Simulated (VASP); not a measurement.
Runs of VASP 6.6.1 on TiN. The structure is that of space group Fm-3m (No. 225), or close to it. The cells are those of the table. 

```tsv
cell	gap on the mesh (eV)	pressure (GPa)
a = 2.997 Å, angles 60.0°, 2 atoms	none	(b)
a = 2.878 Å, angles 60.0°, 2 atoms	none	47.0
a = 3.062 Å, angles 60.0°, 2 atoms	none	-13.9
a = 3.100 Å, angles 60.0°, 2 atoms	none	-21.2
a = 2.910 Å, angles 60.0°, 2 atoms	none	32.4
a = 3.033 Å, angles 60.0°, 2 atoms	none	-7.3
a = 2.942 Å, angles 60.0°, 2 atoms	none	(a)
a = 3.003 Å, angles 60.0°, 2 atoms	none	(c)
```

Alike in all rows: task single point; level PBE; potentials or basis VASP PAW PBE potentials, release 64 (Ti_sv, N); no spin polarisation; k mesh 18 × 18 × 18; cutoff (eV) 520; smearing gaussian 0.1 eV.

Task: Fill in the values left out.

Result: (a) 20.1; (b) 2.2; (c) 0.5.

Caveats: the cell stands under pressure (at least some runs); the cell stands under tension (at least some runs).

A gap of «none» marks levels without a gap at the run's occupations.
